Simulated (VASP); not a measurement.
Set up this calculation in VASP 6.6.1, as the native input.

| Quantity | Value |
| --- | --- |
| Task | single point |
| Functional | LDA |
| Potentials or basis | VASP PAW LDA potentials, release 64 (Pb_d, Se) |
| Cutoff | 520 eV |
| k mesh | 5 × 5 × 5 |
| Occupations | gaussian, width 0.01 eV |
| Spin | no spin polarisation |
| Dipole correction | no |
| Further INCAR settings | ALGO = Normal; EDIFF = 1e-06; NBANDS = 17 |

The structure of PbSe (Clausthalite) lies in POSCAR:

```
PbSe
1.0
    0.0000000000      3.1009263293      3.1009263293
    3.1009263293      0.0000000000      3.1009263293
    3.1009263293      3.1009263293      0.0000000000
Pb Se
1 1
Direct
    0.0000000000      0.0000000000      0.0000000000
    0.5000000000      0.5000000000      0.5000000000
```

The input as run:

INCAR

```
  PREC = Accurate
  ENCUT = 520
  EDIFF = 1E-6
  ISMEAR = 0
  SIGMA = 0.01
  LREAL = False
  LASPH = True
  NELM = 80
  ALGO = Normal
  ISIF = 2
  LWAVE = False
  LCHARG = False
  GGA = CA
  NBANDS = 17
```

KPOINTS

```
Automatic mesh
0
Gamma
  5 5 5
```

Potentials or basis: VASP PAW LDA potentials, release 64 (Pb_d, Se).

Launch:

```console
$ cat potpaw_LDA.64/Pb_d/POTCAR potpaw_LDA.64/Se/POTCAR > POTCAR
$ mpirun -np 1 vasp_std > vasp.out
```

It gave:

```
Pressure : -3.9 GPa
```

Wall time 5.1 s on 1 thread of Intel Xeon 6975P-C, with other jobs on the host, peak memory 0.17 GiB.
